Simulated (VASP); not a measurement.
Crystal: Li3H.

```xyz
4
Lattice="3.4612 0.0000 0.0000 0.0000 3.4612 0.0000 0.0000 0.0000 3.4612" Properties=species:S:1:pos:R:3 pbc="T T T"
Li    0.0000    1.7306    1.7306
Li    1.7306    0.0000    1.7306
Li    1.7306    1.7306    0.0000
H     0.0000    0.0000    0.0000
```

* Program: VASP 6.6.1
* Task: relaxation of cell and atoms
* Functional: PBE
* Potentials or basis: VASP PAW PBE potentials, release 64 (Li_sv, H)
* Cutoff: 600 eV
* k mesh: 6 × 6 × 6
* Occupations: gaussian, width 0.1 eV
* Spin: no spin polarisation

At the start: pressure 10.9 GPa; volume 10.37 Å³/atom.

**Question.** How do energy, volume and symmetry change on relaxing?

**Answer.** Over 4 steps the energy falls by 112.4 meV/atom and the volume is 14.34 Å³/atom (+38.3 %); space group Pm-3m (No. 221, to 0.1 Å) before and after.

The path:
```
step  energy change (eV)  largest force (eV/Å)  pressure (GPa)  volume (Å³)
   1              0.0000                0.0000           10.90        41.46
   2             -0.2364                0.0000            6.64        45.84
   3             -0.4462                0.0000            0.67        55.85
   4             -0.4495                0.0000            0.02        57.34
```

Final structure:
```
CELL_PARAMETERS angstrom
3.85624 0.00000 0.00000
0.00000 3.85624 0.00000
0.00000 0.00000 3.85624
ATOMIC_POSITIONS crystal
Li 0.00000 0.50000 0.50000
Li 0.50000 0.00000 0.50000
Li 0.50000 0.50000 0.00000
H 0.00000 0.00000 0.00000
```

Caveat: the cutoff is under 1.25 times the usual one of these potentials, so pressure, stress and relaxed cells hold a basis-set (Pulay) error; the volume moved by over 15 % at a fixed basis, so the end points are rough.
